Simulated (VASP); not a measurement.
Wanted: the native input for a VASP 6.6.1 run.

```
Task                   : single point
Functional             : PBE
Potentials or basis    : VASP PAW PBE potentials, release 64 (Hf_pv, O)
Cutoff                 : 520 eV
k mesh                 : 6 × 6 × 4
Occupations            : gaussian, width 0.05 eV
Spin                   : no spin polarisation
Dipole correction      : no
Further INCAR settings : ALGO = Normal; EDIFF = 1e-07; NBANDS = 31
```

The structure of HfO2 lies in POSCAR:

```
HfO2
1.0
    3.6043047840      0.0000000000      0.0000000000
    0.0000000000      3.6043047840      0.0000000000
    0.0000000000      0.0000000000      5.2639672632
Hf O
2 4
Direct
    0.5261513217      0.4738486783      0.5000000000
    0.0000000000      0.0000000000      0.0000000000
    0.0000000000      0.5000000000      0.6932520948
    0.5000000000      0.0000000000      0.8067479052
    0.5000000000      0.0000000000      0.3067479052
    0.0000000000      0.5000000000      0.1932520948
```

This cell differs from its parent crystal: atom 1 (Hf) moved +0.133 Å along Cartesian [1 -1 0].

One way to write it, as run:

INCAR

```
PREC = Accurate
ENCUT = 520
EDIFF = 1E-7
ISMEAR = 0
SIGMA = 0.05
LREAL = False
LASPH = True
NELM = 100
ALGO = Normal
ISIF = 2
LWAVE = False
LCHARG = False
GGA = PE
NBANDS = 31
```

KPOINTS

```
Automatic mesh
0
Gamma
  6 6 4
```

Potentials or basis: VASP PAW PBE potentials, release 64 (Hf_pv, O).

Run with:

```bash
$ cat potpaw_PBE.64/Hf_pv/POTCAR potpaw_PBE.64/O/POTCAR > POTCAR
$ mpirun -np 1 vasp_std > vasp.out
```

It gave:

```json
{"Pressure": "-2.0 GPa", "Largest force": "1.333 eV/Å", "Band gap on the k mesh": "4.69 eV, indirect (least direct gap 4.76 eV)"}
```

Caveat: the cell differs from its parent crystal (atom 1 (Hf) moved +0.133 Å along Cartesian [1 -1 0]); spin-orbit coupling is left out, which moves the levels of the heavy elements; forces of over 1 eV/Å act on the atoms, so gaps and moduli don't describe the material at rest.

Wall time 43 s on 1 thread of Intel(R) Xeon(R) 6975P-C (Granite Rapids), on a shared host, peak memory 0.23 GiB.
